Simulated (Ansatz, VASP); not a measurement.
## W in VASP and in Ansatz

```
W
1.0
    -0.29797    1.98648    1.68851
     1.68851    0.00000    1.39054
     1.98648    1.98648   -0.29797
W
1
Direct
  0.00000 0.00000 0.00000
```

Change from the starting cell: engineering shear strain xz -0.3000, normal strain along z -0.1500.

Alike in both runs: task single point; functional LDA; k mesh 20 × 20 × 20; occupations gaussian, width 0.15 eV; no spin polarisation.

```csv
,VASP,Ansatz
version,VASP 6.6.1,Ansatz 0.2.0
potentials or method,"VASP PAW LDA potentials, release 64 (W_sv), cutoff 520 eV","scalar-relativistic, plane waves, PAW"
valence electrons in the cell,14,14
```

```tsv
	VASP	Ansatz	Ansatz less VASP
gap on the k mesh at the Fermi level (eV)	none	none	-
pressure (GPa)	123.9	117.0	-6.98
traceless stress, the component that is largest in VASP (GPa)	114.95	109.15	-5.799
```

Ansatz warns that its potentials were made for another functional, while VASP's fit it. LDA's correlation is that of Perdew and Zunger in VASP and of Perdew and Wang (1992) in Ansatz. A gap of «none» marks a metal or a gap that the smearing closes. Both programs put the cell under a high pressure, so it lies far from rest at this level.

Spin-orbit coupling is off throughout. Noted on VASP's run: the cell as given lies far from equilibrium.
